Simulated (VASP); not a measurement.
# NiGe3 (Pm-3m) in VASP: a series of runs

The runs below take NiGe3 through single point, relaxation of cell and atoms, with PBE.

All numbers are computed with VASP 6.6.1; they aren't measurements. Logs are shortened: lines on timing, memory, paths and dates and some standing lists are left out, and cuts for length are marked.

## (1) The cell of the first run

It takes space group Pm-3m (No. 221, cubic). Conventional cell: a = 4.027 Å, b = 4.027 Å, c = 4.027 Å, α = 90.00°, β = 90.00°, γ = 90.00°. Within 3.8 Å of Ni (site symmetry m-3m) lie 12 Ge at 2.85 Å. Ge (site symmetry 4/mmm) has 4 Ni at 2.85 Å and 8 Ge at 2.85 Å within 3.8 Å.

## (2) Single point, PBE, collinear spin, ferromagnetic start

File INCAR:

```
ALGO = Normal ; EDIFF = 1E-7
ENCUT = 520 ; GGA = PE
ISIF = 2 ; ISMEAR = 0
ISPIN = 2 ; LASPH = T
LCHARG = F ; LMAXMIX = 4
LORBIT = 11 ; LREAL = F
LWAVE = F ; MAGMOM = 0.18 0 0 0
NBANDS = 38 ; NELM = 150
PREC = Accurate ; SIGMA = 0.1
```

File KPOINTS:

```
k-points
0
Gamma
  4 4 4
```

File POSCAR:

```
NiGe3
1.0
    4.0269113742      0.0000000000      0.0000000000
    0.0000000000      4.0269113742      0.0000000000
    0.0000000000      0.0000000000      4.0269113742
Ni Ge
1 3
Direct
    0.0000000000      0.0000000000      0.0000000000
    0.0000000000      0.5000000000      0.5000000000
    0.5000000000      0.0000000000      0.5000000000
    0.5000000000      0.5000000000      0.0000000000
```

Potentials or basis: VASP PAW PBE potentials, release 64 (Ni, Ge_d).

Run with:

```sh
$ cat potpaw_PBE.64/Ni/POTCAR potpaw_PBE.64/Ge_d/POTCAR > POTCAR
$ mpirun -np 1 vasp_std > vasp.out
```

OUTCAR:

```text
EDIFF = 1E-7
   ENCUT = 520
   GGA = PE
   ISIF = 2
   ISMEAR = 0
   ISPIN = 2
   LASPH = T
   LORBIT = 11
   LREAL = F
   NELM = 150
   PREC = Accurate

 ion  position               nearest neighbor table
   1  0.000  0.000  0.000-   2 2.85   3 2.85   4 2.85   2 2.85   3 2.85   2 2.85   4 2.85   2 2.85
                             3 2.85   4 2.85   3 2.85   4 2.85
   2  0.000  0.500  0.500-   1 2.85   3 2.85   4 2.85   1 2.85   4 2.85   1 2.85   3 2.85   1 2.85
                             3 2.85   4 2.85   4 2.85   3 2.85
   3  0.500  0.000  0.500-   1 2.85   2 2.85   4 2.85   1 2.85   4 2.85   2 2.85   4 2.85   4 2.85
                             1 2.85   2 2.85   1 2.85   2 2.85
   4  0.500  0.500  0.000-   1 2.85   2 2.85   3 2.85   2 2.85   3 2.85   1 2.85   3 2.85   3 2.85
                             1 2.85   2 2.85   2 2.85   1 2.85

  LATTYP: Found a simple cubic cell.
 ALAT       =     4.0269113742

  Lattice vectors:

 A1 = (   4.0269113742,   0.0000000000,   0.0000000000)
 A2 = (   0.0000000000,   4.0269113742,   0.0000000000)
 A3 = (   0.0000000000,   0.0000000000,   4.0269113742)

Analysis of symmetry for initial positions (statically):
=====================================================================
 Subroutine PRICEL returns:
 Original cell was already a primitive cell.

 Routine SETGRP: Setting up the symmetry group for a
 simple cubic supercell.

 Subroutine GETGRP returns: Found 48 space group operations
 (whereof 48 operations were pure point group operations)
 out of a pool of 48 trial point group operations.

The static configuration has the point symmetry O_h .

Analysis of symmetry for dynamics (positions and initial velocities):
=====================================================================
 Subroutine PRICEL returns:
 Original cell was already a primitive cell.

 Routine SETGRP: Setting up the symmetry group for a
 simple cubic supercell.

 Subroutine GETGRP returns: Found 48 space group operations
 (whereof 48 operations were pure point group operations)
 out of a pool of 48 trial point group operations.

The dynamic configuration has the point symmetry O_h .

Analysis of structural, dynamic, and magnetic symmetry:
=====================================================================
 Subroutine PRICEL returns:
 Original cell was already a primitive cell.

 Routine SETGRP: Setting up the symmetry group for a
 simple cubic supercell.

 Subroutine GETGRP returns: Found 48 space group operations
 (whereof 48 operations were pure point group operations)
 out of a pool of 48 trial point group operations.

The overall configuration has the point symmetry O_h .

 Subroutine INISYM returns: Found 48 space group operations
 (whereof 48 operations are pure point group operations),
 and found     1 'primitive' translations

----------------------------------------------------------------------------------------

                                     Primitive cell

  volume of cell :      65.3005

  direct lattice vectors                    reciprocal lattice vectors
     4.026911374  0.000000000  0.000000000     0.248329279  0.000000000  0.000000000
     0.000000000  4.026911374  0.000000000     0.000000000  0.248329279  0.000000000
     0.000000000  0.000000000  4.026911374     0.000000000  0.000000000  0.248329279

  length of vectors
     4.026911374  4.026911374  4.026911374     0.248329279  0.248329279  0.248329279

  position of ions in fractional coordinates (direct lattice)
     0.000000000  0.000000000  0.000000000
     0.000000000  0.500000000  0.500000000
     0.500000000  0.000000000  0.500000000
     0.500000000  0.500000000  0.000000000

  ion indices of the primitive-cell ions
   primitive index   ion index
                 1           1
                 2           2
                 3           3
                 4           4

----------------------------------------------------------------------------------------

 KPOINTS: k-points

Automatic generation of k-mesh.
 Grid dimensions read from file:
 generate k-points for:    4    4    4

 Generating k-lattice:

  Cartesian coordinates                     Fractional coordinates (reciprocal lattice)
     0.062082320  0.000000000  0.000000000     0.250000000  0.000000000  0.000000000
     0.000000000  0.062082320  0.000000000     0.000000000  0.250000000  0.000000000
     0.000000000  0.000000000  0.062082320     0.000000000  0.000000000  0.250000000

  Length of vectors
     0.062082320  0.062082320  0.062082320

  Shift w.r.t. Gamma in fractional coordinates (k-lattice)
     0.000000000  0.000000000  0.000000000

 Subroutine IBZKPT returns following result:
 ===========================================

 Found     10 irreducible k-points:

 Following reciprocal coordinates:
            Coordinates               Weight
  0.000000  0.000000  0.000000      1.000000
  0.250000  0.000000  0.000000      6.000000
  0.500000  0.000000  0.000000      3.000000
  0.250000  0.250000  0.000000     12.000000
  0.500000  0.250000  0.000000     12.000000
  0.500000  0.500000  0.000000      3.000000
  0.250000  0.250000  0.250000      8.000000
  0.500000  0.250000  0.250000     12.000000
  0.500000  0.500000  0.250000      6.000000
  0.500000  0.500000  0.500000      1.000000
   k-points           NKPTS =     10   k-points in BZ     NKDIM =     10   number of bands    NBANDS=     38
   number of dos      NEDOS =    301   number of ions     NIONS =      4
   total plane-waves  NPLWV =  27000
   dimension x,y,z NGX =    30 NGY =   30 NGZ =   30
   dimension x,y,z NGXF=    60 NGYF=   60 NGZF=   60
   ions per type =               1   3
   NGX,Y,Z   is equivalent  to a cutoff of  12.39, 12.39, 12.39 a.u.
   NGXF,Y,Z  is equivalent  to a cutoff of  24.77, 24.77, 24.77 a.u.
 SYSTEM =  unknown system
   PREC   = accura    normal or accurate (medium, high low for compatibility)
   ISTART =      0    job   : 0-new  1-cont  2-samecut
   ICHARG =      2    charge: 1-file 2-atom 10-const
   ISPIN  =      2    spin polarized calculation?
   LNONCOLLINEAR =      F non collinear calculations
   LSORBIT =      F    spin-orbit coupling
   LASPH  =      T    aspherical Exc in radial PAW
   ENCUT  =  520.0 eV  38.22 Ry    6.18 a.u.   7.49  7.49  7.49*2*pi/ulx,y,z
   NELM   =    150;   NELMIN=  2; NELMDL= -5     # of ELM steps
   EDIFF  = 0.1E-06   stopping-criterion for ELM
   LREAL  =      F    real-space projection
   EDIFFG = 0.1E-05   stopping-criterion for IOM
   NSW    =      0    number of steps for IOM
   IBRION =     -1    ionic relax: 0-MD 1-quasi-New 2-CG
   NFREE  =      0    steps in history (QN), initial steepest desc. (CG)
   ISIF   =      2    stress and relaxation
   ISYM   =      2    0-nonsym 1-usesym 2-fastsym
   POTIM  = 0.5000    time-step for ionic-motion
   TEBEG  =    0.0;   TEEND  =   0.0 temperature during run
   PSTRESS=    0.0 pullay stress
   NELECT =      52.0000    total number of electrons
   NUPDOWN=      -1.0000    fix difference up-down
   EMIN   =  10.00;   EMAX   =-10.00  energy-range for DOS
   EFERMI =   0.00;   METHOD = LEGACY
   ISMEAR =     0;   SIGMA  =   0.10  broadening in eV -4-tet -1-fermi 0-gaus
   EFERMI_NEDOS =   21; number of points for ismear=-14 and -15
   IALGO  =     38    algorithm
   IMIX   =      4    mixing-type and parameters
     AMIX     =   0.40;   BMIX     =  1.00
     AMIX_MAG =   1.60;   BMIX_MAG =  1.00
  volume/ion in A,a.u.               =      16.33       110.17
  Fermi-wavevector in a.u.,A,eV,Ry     =   1.517413  2.867495 31.327999  2.302543
  Thomas-Fermi vector in A             =   2.626672
   LORBIT       =     11    0 simple, 1 ext, 2 COOP (PROOUT), +10 PAW based schemes
   GGA     = PE    functional components
   LHFCALC =     F    Hartree Fock is set to
   AEXX    =    0.0000 exact exchange contribution
   IVDW    =     0    specifies the selected vdW correction
   LEPSILON=     F    determine dielectric tensor
   LRPA    =     F    only Hartree local field effects (RPA)
 spin polarized calculation
 Gauss-broadening in eV      SIGMA  =   0.10
  energy-cutoff  :      520.00
  volume of cell :       65.30
 maximum number of plane-waves:      1791
 NGX is ok and might be reduce to    30
   NGX = 15   NGY = 15   NGZ = 15

 number of electron      51.9999879 magnetization       0.2814000

 Free energy of the ion-electron system (eV)
  ---------------------------------------------------
  ext. energy  EPLUGINS =         0.00000000
  ---------------------------------------------------
  free energy    TOTEN  =       -17.89089253 eV

  energy without entropy =      -17.87104459  energy(sigma->0) =      -17.88096856

 E-fermi :   7.6431     XC(G=0): -11.7956

 val. band max:        7.6187092664   @ k =   0.2500   0.2500   0.0000
 cond. band min:       7.6524175866   @ k =   0.5000   0.0000   0.0000
 fundamental gap:      0.0337083201
 Fermi energy:         7.6431323623

 spin component 1

 k-point     1 :       0.0000    0.0000    0.0000
  band No.  band energies     occupation
      1     -17.2197      1.00000
      2     -17.2197      1.00000
      3     -17.2197      1.00000
      4     -17.2107      1.00000
      5     -17.1349      1.00000
      6     -17.1349      1.00000
[... 30 lines left out ...]
     37      16.5710      0.00000
     38      16.5710      0.00000

 k-point     2 :       0.2500    0.0000    0.0000
  band No.  band energies     occupation
      1     -17.2158      1.00000
      2     -17.1906      1.00000
      3     -17.1899      1.00000
      4     -17.1899      1.00000
      5     -17.1321      1.00000
      6     -17.1177      1.00000
[... 30 lines left out ...]
     37      18.7644      0.00000
     38      19.3562      0.00000
[... 285 lines left out ...]
     37      20.5504      0.00000
     38      20.9214      0.00000

 k-point    10 :       0.5000    0.5000    0.5000
  band No.  band energies     occupation
      1     -17.1713      1.00000
      2     -17.1713      1.00000
      3     -17.1713      1.00000
      4     -17.1502      1.00000
      5     -17.1502      1.00000
      6     -17.1502      1.00000
[... 30 lines left out ...]
     37      21.5491      0.00000
     38      21.5740      0.00000
 Fermi energy:         7.6431323623

 spin component 2

 k-point     1 :       0.0000    0.0000    0.0000
  band No.  band energies     occupation
      1     -17.2130      1.00000
      2     -17.2130      1.00000
      3     -17.2130      1.00000
      4     -17.2023      1.00000
      5     -17.1335      1.00000
      6     -17.1335      1.00000
[... 30 lines left out ...]
     37      16.5894      0.00000
     38      16.5894      0.00000

 k-point     2 :       0.2500    0.0000    0.0000
  band No.  band energies     occupation
      1     -17.2090      1.00000
      2     -17.1834      1.00000
      3     -17.1834      1.00000
      4     -17.1824      1.00000
      5     -17.1307      1.00000
      6     -17.1163      1.00000
[... 30 lines left out ...]
     37      18.7862      0.00000
     38      19.3690      0.00000
[... 285 lines left out ...]
     37      20.6211      0.00000
     38      20.9458      0.00000

 k-point    10 :       0.5000    0.5000    0.5000
  band No.  band energies     occupation
      1     -17.1638      1.00000
      2     -17.1638      1.00000
      3     -17.1638      1.00000
      4     -17.1463      1.00000
      5     -17.1463      1.00000
      6     -17.1463      1.00000
[... 30 lines left out ...]
     37      21.6275      0.00000
     38      21.6399      0.00000

------------------------ aborting loop because EDIFF is reached ----------------------------------------

  FORCE on cell =-STRESS in cart. coord.  units (eV):
  Direction    XX          YY          ZZ          XY          YZ          ZX
  --------------------------------------------------------------------------------------
  -------------------------------------------------------------------------------------
  Total       -0.0332314     -0.0332314     -0.0332314      0.0000000      0.0000000      0.0000000
  in kB       -0.8153479     -0.8153479     -0.8153479      0.0000000      0.0000000      0.0000000
  external PRESSURE =      -0.8153479 kB  Pullay stress =       0.0000000 kB

 VOLUME and BASIS-vectors are now :
 -----------------------------------------------------------------------------
  energy-cutoff  :      520.00
  volume of cell :       65.30
      direct lattice vectors                 reciprocal lattice vectors
     4.026911374  0.000000000  0.000000000     0.248329279  0.000000000  0.000000000
     0.000000000  4.026911374  0.000000000     0.000000000  0.248329279  0.000000000
     0.000000000  0.000000000  4.026911374     0.000000000  0.000000000  0.248329279

 POSITION                                       TOTAL-FORCE (eV/Angst)
 -----------------------------------------------------------------------------------
      0.00000      0.00000      0.00000         0.000000      0.000000      0.000000
      0.00000      2.01346      2.01346         0.000000      0.000000      0.000000
      2.01346      0.00000      2.01346         0.000000      0.000000      0.000000
      2.01346      2.01346      0.00000         0.000000      0.000000      0.000000
 -----------------------------------------------------------------------------------
    total drift:                                0.000000      0.000000     -0.000000

  FREE ENERGIE OF THE ION-ELECTRON SYSTEM (eV)
  ---------------------------------------------------
  free  energy   TOTEN  =       -17.8908925347 eV

  energy  without entropy=      -17.8710445947  energy(sigma->0) =      -17.88096856

 total charge

# of ion       s       p       d       tot
------------------------------------------
    1        0.367   0.259   8.442   9.069
    2        1.238   0.957  10.044  12.240
    3        1.238   0.957  10.044  12.240
    4        1.238   0.957  10.044  12.240
--------------------------------------------------
tot          4.082   3.130  38.575  45.787

 magnetization (x)

# of ion       s       p       d       tot
------------------------------------------
    1       -0.001   0.001   0.164   0.164
    2        0.001   0.019   0.002   0.022
    3        0.001   0.019   0.002   0.022
    4        0.001   0.019   0.002   0.022
--------------------------------------------------
tot          0.002   0.059   0.171   0.231
```

Run time: 49 s. Hardware: 1 thread of Intel Xeon Platinum 8488C (Sapphire Rapids), shared host; peak memory 0.2 GiB.

What came out:

```
Free energy                                           : -17.8909 eV
Pressure                                              : -0.1 GPa
Net moment                                            : 0.28 μB per cell
Site moments                                          : Ni +0.16; Ge +0.02 μB
Valence electrons inside the program's atomic spheres : Ni 9.07; Ge 12.24
```

Caveat: the k points lie up to 0.39 Å⁻¹ apart.

## (3) Relaxation of cell and atoms, PBE, collinear spin, ferromagnetic start

This run uses another cell than the first one, of 15.38 Å³/atom, 0.942 times its volume.

File INCAR:

```
SYSTEM = NiGe3
  ALGO = Normal
  EDIFF = 1E-6
  EDIFFG = -0.04
  ENCUT = 600
  GGA = PE
  IBRION = 2
  ISIF = 3
  ISMEAR = 0
  ISPIN = 2
  LASPH = .True.
  LCHARG = .False.
  LMAXMIX = 4
  LORBIT = 11
  LREAL = .False.
  LWAVE = .False.
  MAGMOM = 0.18 0 0 0
  NELM = 150
  NSW = 90
  PREC = Accurate
  SIGMA = 0.1
```

File KPOINTS:

```
k-points
0
Gamma
  4 4 4
  0 0 0
```

File POSCAR:

```
NiGe3
1.0
    3.9477733574      0.0000000000      0.0000000000
    0.0000000000      3.9477733574      0.0000000000
    0.0000000000      0.0000000000      3.9477733574
Ni Ge
1 3
Direct
    0.0000000000      0.0000000000      0.0000000000
    0.0000000000      0.5000000000      0.5000000000
    0.5000000000      0.0000000000      0.5000000000
    0.5000000000      0.5000000000      0.0000000000
```

Potentials or basis: VASP PAW PBE potentials, release 64 (Ni, Ge_d).

Run with:

```sh
$ cat potpaw_PBE.64/Ni/POTCAR potpaw_PBE.64/Ge_d/POTCAR > POTCAR
$ mpirun -np 1 vasp_std > vasp.out
```

Run time: 91 s. Hardware: 1 thread of Intel Xeon Platinum 8488C (Sapphire Rapids), shared host; peak memory 0.22 GiB.

Results (log left out):

```
Free energy                                           : -17.8899 eV
Relaxed volume                                        : 16.31 Å³/atom
Relaxed cell                                          : a = 4.025 Å, b = 4.025 Å, c = 4.025 Å, α = 90.00°, β = 90.00°, γ = 90.00°
Space group after relaxing (to 0.05 Å)                : Pm-3m (No. 221)
Energy gained by relaxing                             : 16.8 meV/atom
Ionic steps                                           : 3
Pressure after relaxing                               : -0.1 GPa
Band gap on the k mesh                                : zero (filled and empty bands overlap)
Net moment                                            : 0.00 μB per cell
Valence electrons inside the program's atomic spheres : Ni 9.07; Ge 12.24
```

The path:
```tsv
step	energy change (eV)	largest force (eV/Å)	pressure (GPa)	volume (Å³)
1	0.0000	0.0000	6.22	61.53
2	-0.0549	0.0000	-2.15	67.00
3	-0.0672	0.0000	-0.06	65.23
```

Final structure:
```cif
data_structure
_symmetry_space_group_name_H-M 'P 1'
_symmetry_Int_Tables_number 1
_cell_length_a 4.0255
_cell_length_b 4.0255
_cell_length_c 4.0255
_cell_angle_alpha 90.000
_cell_angle_beta 90.000
_cell_angle_gamma 90.000
_cell_volume 65.23
loop_
_atom_site_label
_atom_site_type_symbol
_atom_site_fract_x
_atom_site_fract_y
_atom_site_fract_z
_atom_site_occupancy
Ni1 Ni 0.00000 0.00000 0.00000 1
Ge1 Ge 0.00000 0.50000 0.50000 1
Ge2 Ge 0.50000 0.00000 0.50000 1
Ge3 Ge 0.50000 0.50000 0.00000 1
```

Levels at points of the mesh, in eV from the Fermi level:
Spin up:
| k point | band 24 | band 25 | band 26 | band 27 | band 28 | band 29 |
| --- | --- | --- | --- | --- | --- | --- |
| (0.00, 0.00, 0.00) | -1.41 | -0.79 | -0.79 | 0.30 | 3.42 | 3.42 |
| (0.50, 0.00, 0.00) | -0.49 | -0.49 | -0.06 | -0.06 | 0.35 | 0.72 |
| (0.50, 0.50, 0.00) | -1.22 | 0.08 | 0.12 | 1.14 | 1.14 | 1.99 |
| (0.50, 0.50, 0.50) | -1.17 | -1.07 | -0.81 | -0.81 | -0.81 | 8.16 |
Spin down:
| k point | band 22 | band 23 | band 24 | band 25 | band 26 | band 27 | band 28 | band 29 | band 30 | band 31 |
| --- | --- | --- | --- | --- | --- | --- | --- | --- | --- | --- |
| (0.00, 0.00, 0.00) | -1.41 | -1.41 | -1.41 | -0.79 | -0.79 | 0.30 | 3.42 | 3.42 | 3.42 | 5.67 |
| (0.50, 0.00, 0.00) | -1.38 | -1.33 | -0.49 | -0.49 | -0.06 | -0.06 | 0.35 | 0.72 | 2.07 | 6.11 |
| (0.50, 0.50, 0.00) | -1.27 | -1.23 | -1.22 | 0.08 | 0.12 | 1.14 | 1.14 | 1.99 | 1.99 | 4.46 |
| (0.50, 0.50, 0.50) | -4.84 | -1.17 | -1.17 | -1.07 | -0.81 | -0.81 | -0.81 | 8.16 | 8.16 | 8.50 |

Caveat: the k points lie up to 0.39 Å⁻¹ apart in the final cell.

[end of part 1 of 2]
